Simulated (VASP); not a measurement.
A run of VASP 6.6.1 is set up as follows.

The input INCAR:

```
ALGO     = Normal         # electronic algorithm
EDIFF    = 1E-6           # SCF threshold, eV
EDIFFG   = -0.01          # ionic threshold
ENCUT    = 600            # plane-wave cutoff, eV
GGA      = PE             # functional
IBRION   = 2              # ionic algorithm
ISIF     = 3              # what is computed and relaxed
ISMEAR   = 0              # smearing method
LASPH    = T              # aspherical terms in the spheres
LCHARG   = F              # write CHGCAR
LREAL    = F              # projectors in reciprocal space
LWAVE    = F              # write WAVECAR
NELM     = 60             # most SCF steps
NSW      = 100            # ionic steps
PREC     = Accurate       # precision mode
SIGMA    = 0.1            # smearing width, eV
```

The input KPOINTS:

```
k-points
0
Gamma
  10 10 10
```

The input POSCAR:

```
Sb
1.0
    4.5943157414      0.0000000000      0.0000000000
    0.0000000000      4.5943157414      0.0000000000
    0.0000000000      0.0000000000      4.5943157414
Sb
3
Direct
    0.0000000000      0.0000000000      0.5000000000
    0.0000000000      0.5000000000      0.0000000000
    0.5000000000      0.0000000000      0.0000000000
```

Potentials or basis: VASP PAW PBE potentials, release 64 (Sb).

Launch:

```sh
$ cat potpaw_PBE.64/Sb/POTCAR > POTCAR
$ mpirun -np 1 vasp_std > vasp.out
```

**Question.** Estimate the relaxed cell.

**Answer.** a = 4.575 Å, b = 4.575 Å, c = 4.575 Å, α = 90.00°, β = 90.00°, γ = 90.00°.

**Question.** Estimate the relaxed volume.

**Answer.** 31.92 Å³/atom.

**Question.** Estimate the space group after relaxing (to 0.05 Å).

**Answer.** Pm-3m (No. 221).

Final structure:
```
Sb
1.0
     4.57482    0.00000    0.00000
     0.00000    4.57482    0.00000
     0.00000    0.00000    4.57482
Sb
3
Direct
  0.00000 0.00000 0.50000
  0.00000 0.50000 0.00000
  0.50000 0.00000 0.00000
```
